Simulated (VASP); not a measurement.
# P (Im-3m) in VASP: a series of runs

Runs on P. Level: LDA. Tasks: density of states.

Everything below comes from runs of VASP 6.6.1. Logs are shortened: lines on timing, memory, paths and dates and some standing lists are left out, and cuts for length are marked.

## (1) The cell of the first run

Symmetry: Im-3m, No. 229, cubic system. The conventional cell has a = 2.536 Å, b = 2.536 Å, c = 2.536 Å, α = 90.00°, β = 90.00°, γ = 90.00°. P (site symmetry m-3m) has 14 P at 2.20 to 2.54 Å within 2.9 Å.

## (2) Density of states, LDA (volume scaled by 0.6)

POSCAR reads:

```
P
1.0
   -1.2678939286      1.2678939286      1.2678939286
    1.2678939286     -1.2678939286      1.2678939286
    1.2678939286      1.2678939286     -1.2678939286
P
1
Direct
    0.0000000000      0.0000000000      0.0000000000
```

INCAR.step1 reads:

```
  PREC = Accurate
  ENCUT = 520
  EDIFF = 1E-6
  ISMEAR = -1
  SIGMA = 0.05
  LREAL = False
  LASPH = True
  NELM = 100
  ALGO = Normal
  ISIF = 2
  LWAVE = False
  LCHARG = True
  GGA = CA
  NBANDS = 8
```

KPOINTS.step1 reads:

```
Automatic mesh
0
Gamma
  17 17 17
```

INCAR.step2 reads:

```
  PREC = Accurate
  ENCUT = 520
  EDIFF = 1E-6
  ISMEAR = -5
  SIGMA = 0.05
  LREAL = False
  LASPH = True
  NELM = 100
  ALGO = Normal
  ISIF = 2
  LWAVE = False
  LCHARG = False
  GGA = CA
  LORBIT = 11
  NEDOS = 2001
  ICHARG = 11
```

KPOINTS.step2 reads:

```
Automatic mesh
0
Gamma
  26 26 26
```

Potentials or basis: VASP PAW LDA potentials, release 64 (P).

Started as:

```sh
$ cat potpaw_LDA.64/P/POTCAR > POTCAR
$ cp INCAR.step1 INCAR
$ cp KPOINTS.step1 KPOINTS
$ mpirun -np 1 vasp_std > vasp.out
$ cp INCAR.step2 INCAR
$ cp KPOINTS.step2 KPOINTS
$ mpirun -np 1 vasp_std > vasp.out
```

OUTCAR:

```text
PREC = Accurate
   ENCUT = 520
   EDIFF = 1E-6
   ISMEAR = -5
   LREAL = False
   LASPH = True
   NELM = 100
   ISIF = 2
   GGA = CA
   LORBIT = 11
   ICHARG = 11

 ion  position               nearest neighbor table
   1  0.000  0.000  0.000-

  LATTYP: Found a body centered cubic cell.
 ALAT       =     2.5357878572

  Lattice vectors:

 A1 = (  -1.2678939286,   1.2678939286,   1.2678939286)
 A2 = (   1.2678939286,  -1.2678939286,   1.2678939286)
 A3 = (   1.2678939286,   1.2678939286,  -1.2678939286)

Analysis of symmetry for initial positions (statically):
=====================================================================
 Subroutine PRICEL returns:
 Original cell was already a primitive cell.

 Routine SETGRP: Setting up the symmetry group for a
 body centered cubic supercell.

 Subroutine GETGRP returns: Found 48 space group operations
 (whereof 48 operations were pure point group operations)
 out of a pool of 48 trial point group operations.

The static configuration has the point symmetry O_h .

Analysis of symmetry for dynamics (positions and initial velocities):
=====================================================================
 Subroutine PRICEL returns:
 Original cell was already a primitive cell.

 Routine SETGRP: Setting up the symmetry group for a
 body centered cubic supercell.

 Subroutine GETGRP returns: Found 48 space group operations
 (whereof 48 operations were pure point group operations)
 out of a pool of 48 trial point group operations.

The dynamic configuration has the point symmetry O_h .

 Subroutine INISYM returns: Found 48 space group operations
 (whereof 48 operations are pure point group operations),
 and found     1 'primitive' translations

----------------------------------------------------------------------------------------

                                     Primitive cell

  volume of cell :       8.1528

  direct lattice vectors                    reciprocal lattice vectors
    -1.267893929  1.267893929  1.267893929     0.000000000  0.394354755  0.394354755
     1.267893929 -1.267893929  1.267893929     0.394354755  0.000000000  0.394354755
     1.267893929  1.267893929 -1.267893929     0.394354755  0.394354755  0.000000000

  length of vectors
     2.196056703  2.196056703  2.196056703     0.557701843  0.557701843  0.557701843

  position of ions in fractional coordinates (direct lattice)
     0.000000000  0.000000000  0.000000000

  ion indices of the primitive-cell ions
   primitive index   ion index
                 1           1

----------------------------------------------------------------------------------------

 KPOINTS: Automatic mesh

Automatic generation of k-mesh.
 Grid dimensions read from file:
 generate k-points for:   26   26   26

 Generating k-lattice:

  Cartesian coordinates                     Fractional coordinates (reciprocal lattice)
     0.000000000  0.015167491  0.015167491     0.038461538  0.000000000  0.000000000
     0.015167491  0.000000000  0.015167491     0.000000000  0.038461538  0.000000000
     0.015167491  0.015167491  0.000000000     0.000000000  0.000000000  0.038461538

  Length of vectors
     0.021450071  0.021450071  0.021450071

  Shift w.r.t. Gamma in fractional coordinates (k-lattice)
     0.000000000  0.000000000  0.000000000

 TETIRR: Found  21036 inequivalent tetrahedra from   105456

 Subroutine IBZKPT returns following result:
 ===========================================

 Found    511 irreducible k-points:

 Following reciprocal coordinates:
            Coordinates               Weight
  0.000000  0.000000  0.000000      1.000000
  0.038462  0.000000  0.000000     12.000000
  0.076923  0.000000  0.000000     12.000000
  0.115385  0.000000  0.000000     12.000000
  0.153846  0.000000  0.000000     12.000000
  0.192308  0.000000  0.000000     12.000000
[... 16 lines left out ...]
  0.346154  0.038462  0.000000     48.000000
  0.384615  0.038462  0.000000     48.000000
 [... further k-points ...]
   k-points           NKPTS =    511   k-points in BZ     NKDIM =    511   number of bands    NBANDS=      6
   number of dos      NEDOS =   2001   number of ions     NIONS =      1
   total plane-waves  NPLWV =   4096
   dimension x,y,z NGX =    16 NGY =   16 NGZ =   16
   dimension x,y,z NGXF=    32 NGYF=   32 NGZF=   32
   ions per type =               1
   NGX,Y,Z   is equivalent  to a cutoff of  12.11, 12.11, 12.11 a.u.
   NGXF,Y,Z  is equivalent  to a cutoff of  24.22, 24.22, 24.22 a.u.
 SYSTEM =  unknown system
   PREC   = accura    normal or accurate (medium, high low for compatibility)
   ISTART =      0    job   : 0-new  1-cont  2-samecut
   ICHARG =     11    charge: 1-file 2-atom 10-const
   ISPIN  =      1    spin polarized calculation?
   LNONCOLLINEAR =      F non collinear calculations
   LSORBIT =      F    spin-orbit coupling
   LASPH  =      T    aspherical Exc in radial PAW
   ENCUT  =  520.0 eV  38.22 Ry    6.18 a.u.   4.08  4.08  4.08*2*pi/ulx,y,z
   NELM   =    100;   NELMIN=  2; NELMDL=  0     # of ELM steps
   EDIFF  = 0.1E-05   stopping-criterion for ELM
   LREAL  =      F    real-space projection
   EDIFFG = 0.1E-04   stopping-criterion for IOM
   NSW    =      0    number of steps for IOM
   IBRION =     -1    ionic relax: 0-MD 1-quasi-New 2-CG
   NFREE  =      0    steps in history (QN), initial steepest desc. (CG)
   ISIF   =      2    stress and relaxation
   ISYM   =      2    0-nonsym 1-usesym 2-fastsym
   POTIM  = 0.5000    time-step for ionic-motion
   TEBEG  =    0.0;   TEEND  =   0.0 temperature during run
   PSTRESS=    0.0 pullay stress
   NELECT =       5.0000    total number of electrons
   NUPDOWN=      -1.0000    fix difference up-down
   EMIN   =  10.00;   EMAX   =-10.00  energy-range for DOS
   EFERMI =   0.00;   METHOD = LEGACY
   ISMEAR =    -5;   SIGMA  =   0.05  broadening in eV -4-tet -1-fermi 0-gaus
   EFERMI_NEDOS =   21; number of points for ismear=-14 and -15
   IALGO  =     38    algorithm
   IMIX   =      4    mixing-type and parameters
     AMIX     =   0.40;   BMIX     =  1.00
     AMIX_MAG =   1.60;   BMIX_MAG =  1.00
  volume/ion in A,a.u.               =       8.15        55.02
  Fermi-wavevector in a.u.,A,eV,Ry     =   1.390898  2.628416 26.321789  1.934597
  Thomas-Fermi vector in A             =   2.514789
   LORBIT       =     11    0 simple, 1 ext, 2 COOP (PROOUT), +10 PAW based schemes
   GGA     = CA    functional components
   LHFCALC =     F    Hartree Fock is set to
   AEXX    =    0.0000 exact exchange contribution
   IVDW    =     0    specifies the selected vdW correction
   LEPSILON=     F    determine dielectric tensor
   LRPA    =     F    only Hartree local field effects (RPA)
 non-spin polarized calculation
 Fermi weights with tetrahedron method with Bloechl corrections
  energy-cutoff  :      520.00
  volume of cell :        8.15
 maximum number of plane-waves:       236

 number of electron       4.9999999 magnetization

 Free energy of the ion-electron system (eV)
  ---------------------------------------------------
  ext. energy  EPLUGINS =         0.00000000
  ---------------------------------------------------
  free energy    TOTEN  =        -3.78329280 eV

  energy without entropy =       -3.78329280  energy(sigma->0) =       -3.78329280

 E-fermi :  20.1017     XC(G=0): -14.1657

 val. band max:       20.2082947029   @ k =  -0.3846   0.3846   0.1923
 cond. band min:      19.8496955595   @ k =   0.3846   0.1154   0.1154
 fundamental gap:     -0.3585991434
 Fermi energy:        20.1017416076

 k-point     1 :       0.0000    0.0000    0.0000
  band No.  band energies     occupation
      1      -3.5775      2.00000
      2      33.7366      0.00000
      3      33.7366      0.00000
      4      33.7366      0.00000
      5      34.5528      0.00000
      6      34.5528      0.00000

 k-point     2 :       0.0385    0.0000    0.0000
  band No.  band energies     occupation
      1      -3.5119      2.00000
      2      32.4756      0.00000
      3      32.7429      0.00000
      4      33.5067      0.00000
      5      34.4137      0.00000
      6      35.4423      0.00000

 k-point     3 :       0.0769    0.0000    0.0000
  band No.  band energies     occupation
      1      -3.3153      2.00000
      2      30.5254      0.00000
      3      31.5407      0.00000
      4      32.8999      0.00000
      5      34.0191      0.00000
      6      36.2455      0.00000

 k-point     4 :       0.1154    0.0000    0.0000
  band No.  band energies     occupation
      1      -2.9878      2.00000
      2      28.3028      0.00000
      3      30.4319      0.00000
      4      32.0800      0.00000
      5      33.4355      0.00000
      6      36.0944      0.00000

 k-point     5 :       0.1538    0.0000    0.0000
  band No.  band energies     occupation
      1      -2.5304      2.00000
      2      25.9563      0.00000
      3      29.4293      0.00000
      4      31.1820      0.00000
      5      32.7501      0.00000
      6      35.3469      0.00000

 k-point     6 :       0.1923    0.0000    0.0000
  band No.  band energies     occupation
      1      -1.9437      2.00000
      2      23.5840      0.00000
      3      28.5351      0.00000
      4      30.2903      0.00000
      5      32.0384      0.00000
      6      34.5999      0.00000

 k-point     7 :       0.2308    0.0000    0.0000
  band No.  band energies     occupation
      1      -1.2288      2.00000
      2      21.2423     -0.00463
      3      27.7490      0.00000
      4      29.4534      0.00000
      5      31.3524      0.00000
      6      33.9181      0.00000

 k-point     8 :       0.2692    0.0000    0.0000
  band No.  band energies     occupation
      1      -0.3872      2.00000
      2      18.9630      2.02008
      3      27.0702      0.00000
      4      28.6992      0.00000
      5      30.7244      0.00000
      6      33.3101      0.00000
[... 91 lines left out ...]
 k-point    19 :       0.1923    0.0385    0.0000
  band No.  band energies     occupation
      1      -1.5535      2.00000
      2      22.4467     -0.02989
      3      27.5175      0.00000
      4      29.3799      0.00000
      5      32.3902      0.00000
      6      34.6128      0.00000

 k-point    20 :       0.2308    0.0385    0.0000
  band No.  band energies     occupation
      1      -0.7752      2.00000
      2      20.1353      0.90849
      3      26.7678      0.00000
      4      28.6101      0.00000
      5      31.7204      0.00000
      6      34.0210      0.00000

 k-point    21 :       0.2692    0.0385    0.0000
  band No.  band energies     occupation
      1       0.1291      2.00000
      2      17.8959      2.04178
      3      26.1228      0.00000
      4      27.9343      0.00000
      5      31.1162      0.00000
      6      33.4906      0.00000

 k-point    22 :       0.3077    0.0385   -0.0000
  band No.  band energies     occupation
      1       1.1577      2.00000
      2      15.7437      2.00000
      3      25.5835      0.00000
      4      27.3626      0.00000
      5      30.5963      0.00000
      6      33.0313      0.00000

 k-point    23 :       0.3462    0.0385    0.0000
  band No.  band energies     occupation
      1       2.3085      2.00000
      2      13.6883      2.00000
      3      25.1506      0.00000
      4      26.9009      0.00000
      5      30.1716      0.00000
      6      32.6522      0.00000

 k-point    24 :       0.3846    0.0385    0.0000
  band No.  band energies     occupation
      1       3.5786      2.00000
      2      11.7370      2.00000
      3      24.8250      0.00000
      4      26.5527      0.00000
      5      29.8488      0.00000
      6      32.3611      0.00000

 [... further k-points ...]

------------------------ aborting loop because EDIFF is reached ----------------------------------------

  FORCE on cell =-STRESS in cart. coord.  units (eV):
  Direction    XX          YY          ZZ          XY          YZ          ZX
  --------------------------------------------------------------------------------------
  -------------------------------------------------------------------------------------
  Total        7.8823083      7.8823083      7.8823083     -0.0000000      0.0000000     -0.0000000
  in kB     1549.0136439   1549.0136439   1549.0136439     -0.0000000      0.0000000     -0.0000000
  external PRESSURE =    1549.0136439 kB  Pullay stress =       0.0000000 kB

 VOLUME and BASIS-vectors are now :
 -----------------------------------------------------------------------------
  energy-cutoff  :      520.00
  volume of cell :        8.15
      direct lattice vectors                 reciprocal lattice vectors
    -1.267893929  1.267893929  1.267893929     0.000000000  0.394354755  0.394354755
     1.267893929 -1.267893929  1.267893929     0.394354755  0.000000000  0.394354755
     1.267893929  1.267893929 -1.267893929     0.394354755  0.394354755  0.000000000

 POSITION                                       TOTAL-FORCE (eV/Angst)
 -----------------------------------------------------------------------------------
      0.00000      0.00000      0.00000         0.000000     -0.000000      0.000000
 -----------------------------------------------------------------------------------
    total drift:                               -0.000000      0.000000      0.000000

  FREE ENERGIE OF THE ION-ELECTRON SYSTEM (eV)
  ---------------------------------------------------
  free  energy   TOTEN  =        -3.7832927969 eV

  energy  without entropy=       -3.7832927969  energy(sigma->0) =       -3.78329280

 total charge

# of ion       s       p       d       tot
------------------------------------------
    1        1.086   1.550   0.000   2.635
```

Run time: 12 s. Hardware: 1 thread of Intel Xeon Platinum 8488C (Sapphire Rapids), shared host; peak memory 0.14 GiB.

What came out:

| Property | Result |
| --- | --- |
| Valence electrons inside the program's atomic spheres | P 2.63 |

Caveat: the cell differs from its parent crystal (volume scaled by 0.6); tetrahedron occupations give inexact forces and stress in metals.

## (3) Density of states, LDA

This run uses another cell than the first one, of 13.59 Å³/atom, 1.667 times its volume.

POSCAR reads:

```
P
1.0
   -1.5032544752      1.5032544752      1.5032544752
    1.5032544752     -1.5032544752      1.5032544752
    1.5032544752      1.5032544752     -1.5032544752
P
1
Direct
    0.0000000000      0.0000000000      0.0000000000
```

INCAR.step1 reads:

```
ALGO = Normal
EDIFF = 1E-6
ENCUT = 520
GGA = CA
ISIF = 2
ISMEAR = -1
LASPH = True
LCHARG = True
LREAL = False
LWAVE = False
NBANDS = 8
NELM = 100
PREC = Accurate
SIGMA = 0.05
```

KPOINTS.step1 reads:

```
k-points
0
Gamma
  17 17 17
```

INCAR.step2 reads:

```
ALGO = Normal
EDIFF = 1E-6
ENCUT = 520
GGA = CA
ICHARG = 11
ISIF = 2
ISMEAR = -5
LASPH = True
LCHARG = False
LORBIT = 11
LREAL = False
LWAVE = False
NBANDS = 8
NEDOS = 2001
NELM = 100
PREC = Accurate
SIGMA = 0.05
```

KPOINTS.step2 reads:

```
k-points
0
Gamma
  26 26 26
```

Potentials or basis: VASP PAW LDA potentials, release 64 (P).

Started as:

```sh
$ cat potpaw_LDA.64/P/POTCAR > POTCAR
$ cp INCAR.step1 INCAR
$ cp KPOINTS.step1 KPOINTS
$ mpirun -np 1 vasp_std > vasp.out
$ cp INCAR.step2 INCAR
$ cp KPOINTS.step2 KPOINTS
$ mpirun -np 1 vasp_std > vasp.out
```

Run time: 26 s. Hardware: 1 thread of Intel Xeon Platinum 8488C (Sapphire Rapids), shared host; peak memory 0.18 GiB.

It converged, with:

- Valence electrons inside the program's atomic spheres: P 2.36

Levels at points of the mesh, in eV from the Fermi level:
```csv
k point,band 1,band 2,band 3,band 4,band 5,band 6,band 7,band 8
"(0.00, 0.00, 0.00)",-16.88,7.53,7.53,7.53,12.15,12.15,12.15,16.19
"(0.50, 0.00, 0.00)",-10.08,-8.21,2.58,5.48,7.35,8.41,19.83,19.88
"(0.50, 0.50, 0.50)",-3.85,-2.71,-2.71,-2.71,2.20,2.20,24.11,24.11
```

Caveat: tetrahedron occupations give inexact forces and stress in metals.
